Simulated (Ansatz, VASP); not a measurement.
**Mn: VASP beside Ansatz**

```
CELL_PARAMETERS angstrom
2.48365 0.00000 0.00000
-1.24182 2.15090 0.00000
0.00000 0.00000 4.02620
ATOMIC_POSITIONS crystal
Mn 0.33333 0.66667 0.25000
Mn 0.66667 0.33333 0.75000
```

Alike in both runs: task single point; functional PBE; k mesh 12 × 12 × 7; occupations fermi-dirac, width 0.05 eV; collinear spin.

|  | VASP | Ansatz |
| --- | --- | --- |
| version | VASP 6.6.1 | Ansatz 0.2.0 |
| potentials or method | VASP PAW PBE potentials, release 64 (Mn_pv) | Ansatz PAW |
| plane-wave cutoff (eV) | 520 | 420 |
| valence electrons in the cell | 26 | 30 |

```tsv
	VASP	Ansatz	Ansatz less VASP
gap on the k mesh at the Fermi level (eV)	none	none	-
pressure (GPa)	-1.3	-0.7	+0.65
traceless stress, the component that is largest in VASP (GPa)	-0.27	-0.05	+0.223
net moment per atom (μB)	0.00	0.00	0.000
size of the moment on the site where the two differ most (μB)	0.04	0.29	+0.256
```

Site moments also hang on the region over which each program counts them. A gap of «none» marks a metal or a gap that the smearing closes. VASP's potentials hold 26 valence electrons a cell and Ansatz's 30, so a difference there can come from the potentials and not from the codes.
